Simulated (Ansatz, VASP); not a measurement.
# Two plane-wave programs on TaN

POSCAR

```
TaN
1.0
    0.0000000000      2.0700500000      2.1245250000
    2.0700500000      0.0000000000      2.1245250000
    2.0700500000      2.0700500000      0.0000000000
Ta N
1 1
Direct
    0.5000000000      0.5000000000      0.5000000000
    0.0000000000      0.0000000000      0.0000000000
```

File INCAR.step1:

```
SYSTEM = TaN
PREC = Accurate ; ENCUT = 520
ISMEAR = 0 ; SIGMA = 0.15
LREAL = .FALSE. ; LASPH = .TRUE.
NELM = 80 ; NBANDS = 15
GGA = PE ; ALGO = Normal
EDIFF = 1E-4 ; LWAVE = .TRUE.
LCHARG = .FALSE.
```

Contents of INCAR.step2:

```
SYSTEM = TaN
PREC = Accurate ; ENCUT = 520
EDIFF = 1E-6 ; ISMEAR = 0
SIGMA = 0.15 ; LREAL = .FALSE.
LASPH = .TRUE. ; NELM = 80
ALGO = Normal ; ISIF = 2
LWAVE = .FALSE. ; LCHARG = .FALSE.
METAGGA = R2SCAN ; LMIXTAU = .TRUE.
NBANDS = 15 ; ISTART = 1
```

The input KPOINTS:

```
regular mesh
0
G
  18 18 18
  0 0 0
```

Input for Ansatz:

```yaml
crystal:
  lattice:
    - [0.0, 2.07005, 2.124525]
    - [2.07005, 0.0, 2.124525]
    - [2.07005, 2.07005, 0.0]
  atoms:
    - { symbol: Ta, position: [0.5, 0.5, 0.5] }
    - { symbol: "N", position: [0.0, 0.0, 0.0] }
basis:
  ecutwfc: 500
kpoints:
  mp_grid: { grid: [18, 18, 18] }
hamiltonian:
  xc: r2scan
scf:
  occupations: { method: gaussian, width: 0.15 }
output:
  forces: true
  stress: true
  eigenvalues: true
```

Change from the starting cell: strain -0.050 along x and y, -0.025 along z, atoms carried along.

Alike in both runs: task single point; functional r2SCAN; k mesh 18 × 18 × 18; occupations gaussian, width 0.15 eV; no spin polarisation.

```csv
,VASP,Ansatz
version,VASP 6.6.1,Ansatz 0.2.0
potentials or method,"VASP PAW PBE potentials, release 64 (Ta_pv, N), cutoff 520 eV","scalar-relativistic, plane waves, PAW"
valence electrons in the cell,16,18
```

Ansatz gave:

* gap on the k mesh at the Fermi level (eV): none
* pressure (GPa): 76.6
* traceless stress, the component that is largest in VASP (GPa): -20.54

Problem. Estimate VASP's values.

Solution. gap on the k mesh at the Fermi level (eV): none; pressure (GPa): 80.1; traceless stress, the component that is largest in VASP (GPa): -20.65.

VASP's potentials were made for PBE, not for r2SCAN. A gap of «none» marks a metal or a gap that the smearing closes. Both programs put the cell under a high pressure, so it lies far from rest at this level. VASP's potentials hold 16 valence electrons a cell and Ansatz's 18, so a difference there can come from the potentials and not from the codes.

Neither program's run includes spin-orbit coupling. Noted on VASP's run: the cell as given lies far from equilibrium.
